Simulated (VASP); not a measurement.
Here is a VASP 6.6.1 calculation.

INCAR

```
PREC = Accurate ; ENCUT = 520
EDIFF = 1E-6 ; ISMEAR = 0
SIGMA = 0.02 ; LREAL = F
LASPH = T ; NELM = 100
ALGO = Normal ; ISIF = 2
LWAVE = F ; LCHARG = F
GGA = PE ; NBANDS = 16
```

Contents of KPOINTS:

```
Automatic mesh
0
Gamma
  10 10 10
```

The input POSCAR:

```
GaN
1.0
    0.0000000000      2.3476388122      2.3476388122
    2.3476388122      0.0000000000      2.3476388122
    2.3476388122      2.3476388122      0.0000000000
Ga N
1 1
Direct
    0.0000000000      0.0000000000      0.0000000000
    0.7500000000      0.7500000000      0.7500000000
```

Potentials or basis: VASP PAW PBE potentials, release 64 (Ga_d, N).

Command:

```console
$ cat potpaw_PBE.64/Ga_d/POTCAR potpaw_PBE.64/N/POTCAR > POTCAR
$ mpirun -np 1 vasp_std > vasp.out
```

(1) Predict the band gap on the k mesh.

(2) Estimate the pressure.

## Answers

(1) 0.94 eV, direct.

(2) -13.1 GPa.
